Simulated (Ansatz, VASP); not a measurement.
Two plane-wave programs on K

Contents of INCAR:

```
PREC = Accurate
ENCUT = 520
EDIFF = 1E-6
ISMEAR = -1
SIGMA = 0.1
LREAL = False
LASPH = True
NELM = 60
ALGO = Normal
ISIF = 2
LWAVE = False
LCHARG = False
GGA = RP
NBANDS = 20
```

File KPOINTS:

```
regular mesh
0
Gamma
  6 6 8
```

The input POSCAR:

```
K
1.0
    8.0968764834      0.0000000000      0.0000000000
   -4.0484382417      7.0121007259      0.0000000000
    0.0000000000      0.0000000000      4.8100521817
K
3
Direct
    1.0000000000      1.0000000000      1.0000000000
    0.3333333333      0.6666666667      0.5000000000
    0.6666666667      0.3333333333      0.5000000000
```

Input for Ansatz:

```yaml
crystal:
  lattice:
    - [8.0968764834, 0.0, 0.0]
    - [-4.0484382417, 7.0121007259, 0.0]
    - [0.0, 0.0, 4.8100521817]
  atoms:
    - { symbol: K, position: [1.0, 1.0, 1.0] }
    - { symbol: K, position: [0.3333333333, 0.6666666667, 0.5] }
    - { symbol: K, position: [0.6666666667, 0.3333333333, 0.5] }
hamiltonian:
  xc: rpbe
  pseudopotentials:
    kind: paw
    azcp:
      K: "pseudopotentials/K.paw.azcp"
basis:
  ecutwfc: 420
  fft_grid_basis: typed
kpoints:
  mp_grid: { grid: [6, 6, 8], shift: [0, 0, 0] }
magnetization:
  spin_polarized: false
scf:
  occupations: { method: fermi_dirac, width: 0.1 }
  lower_state_search: "off"
output:
  stress: true
  write_density: true
  write_potential: true
  elf: true
  volumetric_format: npy
```

Alike in both runs: task single point; functional RPBE; k mesh 6 × 6 × 8; occupations fermi-dirac, width 0.1 eV; no spin polarisation.

|  | VASP | Ansatz |
| --- | --- | --- |
| version | VASP 6.6.1 | Ansatz 0.2.0 |
| potentials or method | VASP PAW PBE potentials, release 64 (K_sv), cutoff 520 eV | plane waves (420 eV) with PAW, scalar-relativistic |
| valence electrons in the cell | 27 | 27 |

```tsv
	VASP	Ansatz	Ansatz less VASP
pressure (GPa)	-0.3	-0.3	+0.01
```

VASP's potentials were made for PBE, not for RPBE.
